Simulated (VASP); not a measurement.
Set up this calculation in VASP 6.6.1, as the native input.

| Quantity | Value |
| --- | --- |
| Task | relaxation of cell and atoms |
| Functional | PBE |
| Potentials or basis | VASP PAW PBE potentials, release 64 (K_sv, Tm_3, H), 4f in core |
| Cutoff | 500 eV |
| k mesh | 8 × 8 × 10 |
| Occupations | gaussian, width 0.1 eV |
| Spin | no spin polarisation |
| Dipole correction | no |
| Further INCAR settings | ALGO = Normal; EDIFF = 1e-07; IBRION = 2; EDIFFG = -0.01; NSW = 100; ISIF = 3 |

The structure of KTmH4 lies in POSCAR:

```
KTmH4
1.0
    3.2452857228     -3.3193268259      0.0000000000
    3.2452857228      3.3193268259      0.0000000000
    0.0000000000      0.0000000000      3.8099070924
K Tm H
1 1 4
Direct
    0.5000000000      0.5000000000      0.0000000000
    0.0000000000      0.0000000000      0.5000000000
    0.1508278411      0.8491721589      0.0000000000
    0.8491721589      0.1508278411      0.0000000000
    0.0000000000      0.5000000000      0.5000000000
    0.5000000000      0.0000000000      0.5000000000
```

The cell was generated, and may not be a known phase.

These files were run (other wordings do the same):

INCAR

```
  PREC = Accurate
  ENCUT = 500
  EDIFF = 1E-7
  ISMEAR = 0
  SIGMA = 0.1
  LREAL = False
  LASPH = True
  NELM = 200
  ALGO = Normal
  ISIF = 3
  LWAVE = False
  LCHARG = False
  GGA = PE
  IBRION = 2
  NSW = 100
  EDIFFG = -0.01
  GGA_COMPAT = False
  NELMIN = 4
  LMAXMIX = 6
```

KPOINTS

```
regular mesh
0
Gamma
  8 8 10
```

Potentials or basis: VASP PAW PBE potentials, release 64 (K_sv, Tm_3, H), 4f in core.

The run is started by

```bash
$ cat potpaw_PBE.64/K_sv/POTCAR potpaw_PBE.64/Tm_3/POTCAR potpaw_PBE.64/H/POTCAR > POTCAR
$ mpirun -np 1 vasp_std > vasp.out
```

It gave:

- Relaxed volume: 13.73 Å³/atom
- Relaxed cell: a = 4.645 Å, b = 4.645 Å, c = 3.819 Å, α = 90.00°, β = 90.00°, γ = 91.33°
- Space group after relaxing (to 0.1 Å): Cmmm (No. 65)
- Energy gained by relaxing: 0.0 meV/atom
- Ionic steps: 3
- Pressure after relaxing: 0.0 GPa
- Largest force after relaxing: 0.003 eV/Å
- Band gap on the k mesh: zero (bands 11 and 12 overlap by 0.19 eV)

Caveat: spin-orbit coupling is left out, which moves the levels of the heavy elements; the 4f electrons are frozen in the core, so they carry no moment and show no levels.

It took 3 min on 1 thread of AMD EPYC 9R45 (Zen 5), with other jobs on the host, peak memory 0.29 GiB.
